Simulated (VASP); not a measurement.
TiSn2Te3, 6 atoms in the cell. Symmetry: P6/mmm, No. 191, hexagonal system. Conventional cell: a = 5.478 Å, b = 5.478 Å, c = 6.399 Å, α = 90.00°, β = 90.00°, γ = 120.00°. Within 4.2 Å of Ti (site symmetry 6/mmm) lie 6 Sn at 3.16 Å and 2 Te at 3.20 Å. Within 4.2 Å of Sn (site symmetry -6m2) lie 3 Sn at 3.16 Å and 3 Ti at 3.16 Å and 2 Te at 3.20 Å. Within 4.2 Å of Te (site symmetry -6m2) lie 6 Te at 3.16 Å and 2 Sn at 3.20 Å. Within 4.2 Å of Te (site symmetry 6/mmm) lie 6 Te at 3.16 Å and 2 Ti at 3.20 Å. The cell was generated, and may not be a known phase.

```yaml
Program: VASP 6.6.1
Task: single point
Functional: PBE
Potentials_or_basis: VASP PAW PBE potentials, release 64 (Ti_sv, Sn_d, Te)
Cutoff: 520 eV
k_mesh: 6 × 6 × 2
Occupations: gaussian, width 0.1 eV
Spin: no spin polarisation
Dipole_correction: no
Further_INCAR_settings: ALGO = Normal; EDIFF = 1e-06; NBANDS = 38
```

Potentials or basis: VASP PAW PBE potentials, release 64 (Ti_sv, Sn_d, Te).

Run with:

```sh
$ cat potpaw_PBE.64/Ti_sv/POTCAR potpaw_PBE.64/Sn_d/POTCAR potpaw_PBE.64/Te/POTCAR > POTCAR
$ mpirun -np 1 vasp_std > vasp.out
```

Hardware: 1 thread of Intel(R) Xeon(R) Platinum 8488C (Sapphire Rapids), with other jobs on the host.

**Question.** How long does it take, and how much memory?

**Answer.** Wall time 82 s on 1 thread of Intel(R) Xeon(R) Platinum 8488C (Sapphire Rapids) (shared host), peak memory 0.32 GiB. Counts: scf iterations 16, k points 14.
